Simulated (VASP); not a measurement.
Runs of VASP 6.6.1 on K2S. The structure is cubic, space group Fm-3m (No. 225). The conventional cell has a = 7.405 Å, b = 7.405 Å, c = 7.405 Å, α = 90.00°, β = 90.00°, γ = 90.00°. K (site symmetry -43m) has 4 S at 3.21 Å and 6 K at 3.70 Å within 4.2 Å. Within 4.2 Å of S (site symmetry m-3m) lie 8 K at 3.21 Å. 

```tsv
level	k mesh	cutoff (eV)	grid for exact exchange (PRECFOCK)	share of exact exchange	screening parameter	gap on the mesh (eV)	pressure (GPa)
r2SCAN	4 × 4 × 4	550	-	-	-	2.76	0.0
PBE	6 × 6 × 6	500	-	-	-	2.38	0.5
PBE	4 × 4 × 4	500	-	-	-	2.38	0.5
HSE06	4 × 4 × 4	400	Normal	0.25	0.2079 1/Å	3.31	0.2
PBE0	4 × 4 × 4	400	Normal	0.25	-	(a)	(b)
```

Alike in all rows: task single point; potentials or basis VASP PAW PBE potentials, release 64 (K_sv, S); no spin polarisation; cell as given; smearing gaussian 0.01 eV.

Task: Estimate the missing entries.

Result: (a) 4.02; (b) 0.1.

Caveats: the PAW data sets were made with another functional, which shifts forces and pressure a little (at least some runs).

A k mesh can miss the band edges.
